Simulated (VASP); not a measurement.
Runs of VASP 6.6.1 on Te2Mo. The structure is that of space group P-6m2 (No. 187), or close to it. The cells are those of the table. 

| cell | gap on the mesh (eV) | largest force (eV/Å) |
| --- | --- | --- |
| a = 3.845, b = 3.845, c = 16.122 Å, angles 90.0, 90.0, 120.0°, 3 atoms | 0.06 | 0.83 |
| a = 3.845, b = 3.845, c = 17.524 Å, angles 90.0, 90.0, 120.0°, 3 atoms | 0.63 | 1.06 |
| a = 3.703, b = 3.703, c = 17.524 Å, angles 90.0, 90.0, 120.0°, 3 atoms | (a) | 0.61 |
| a = 3.560, b = 3.560, c = 18.926 Å, angles 90.0, 90.0, 120.0°, 3 atoms | 1.08 | 1.67 |

Alike in all rows: task single point; level r2SCAN; potentials or basis VASP PAW PBE potentials, release 64 (Te, Mo_sv); no spin polarisation; k mesh 12 × 12 × 2; cutoff (eV) 520; smearing gaussian 0.05 eV.

Q: Fill in the values left out.

A: (a) 0.89.

Caveats: the PAW data sets were made with another functional, which shifts forces and pressure a little; spin-orbit coupling is left out, which moves the levels of the heavy elements.

A k mesh can miss the band edges, and the runs leave out spin-orbit coupling on Mo, Te.
